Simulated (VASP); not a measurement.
Wanted: the native input for a VASP 6.6.1 run.

- Task: single point
- Functional: r2SCAN
- Potentials or basis: VASP PAW PBE potentials, release 64 (Mg, O)
- Cutoff: 520 eV
- k mesh: 6 × 6 × 4
- Occupations: gaussian, width 0.01 eV
- Spin: no spin polarisation
- Dipole correction: no
- Further INCAR settings: ALGO = Normal; EDIFF = 1e-06; NBANDS = 16

The system is MgO.

```
Mg O
1.0
     3.28559    0.00000    0.00000
    -1.64279    2.84540    0.00000
     0.00000    0.00000    4.94944
Mg O
2 2
Direct
  0.33333 0.66667 0.00216
  0.66667 0.33333 0.50216
  0.33333 0.66667 0.40244
  0.66667 0.33333 0.90244
```

These files were run (other wordings do the same):

POSCAR

```
MgO
1.0
    3.2855864084      0.0000000000      0.0000000000
   -1.6427931992      2.8454012924      0.0000000000
    0.0000000000      0.0000000000      4.9494385035
Mg O
2 2
Direct
    0.3333333333      0.6666666667      0.0021597400
    0.6666666667      0.3333333333      0.5021597400
    0.3333333333      0.6666666667      0.4024402600
    0.6666666667      0.3333333333      0.9024402600
```

INCAR.step1

```
SYSTEM = MgO
  PREC = Accurate
  ENCUT = 520
  ISMEAR = 0
  SIGMA = 0.01
  LREAL = .FALSE.
  LASPH = .TRUE.
  NELM = 100
  NBANDS = 16
  GGA = PE
  ALGO = Normal
  EDIFF = 1E-4
  LWAVE = .TRUE.
  LCHARG = .FALSE.
```

INCAR.step2

```
SYSTEM = MgO
  PREC = Accurate
  ENCUT = 520
  EDIFF = 1E-6
  ISMEAR = 0
  SIGMA = 0.01
  LREAL = .FALSE.
  LASPH = .TRUE.
  NELM = 100
  ALGO = Normal
  ISIF = 2
  LWAVE = .FALSE.
  LCHARG = .FALSE.
  METAGGA = R2SCAN
  LMIXTAU = .TRUE.
  NBANDS = 16
  ISTART = 1
```

KPOINTS

```
Automatic mesh
0
G
  6 6 4
  0 0 0
```

Potentials or basis: VASP PAW PBE potentials, release 64 (Mg, O).

Run with:

```sh
$ cat potpaw_PBE.64/Mg/POTCAR potpaw_PBE.64/O/POTCAR > POTCAR
$ cp INCAR.step1 INCAR
$ mpirun -np 1 vasp_std > vasp.out
$ cp INCAR.step2 INCAR
$ mpirun -np 1 vasp_std > vasp.out
```

Results of the run:

| Property | Result |
| --- | --- |
| Pressure | 1.5 GPa |
| Largest force | 0.008 eV/Å |
| Band gap on the k mesh | 4.25 eV, direct |

Caveat: the PAW data sets were made with another functional, which shifts forces and pressure a little.

Run time: 21 s on 1 thread of Intel(R) Xeon(R) 6975P-C (Granite Rapids), with other jobs on the host, peak memory 0.16 GiB.
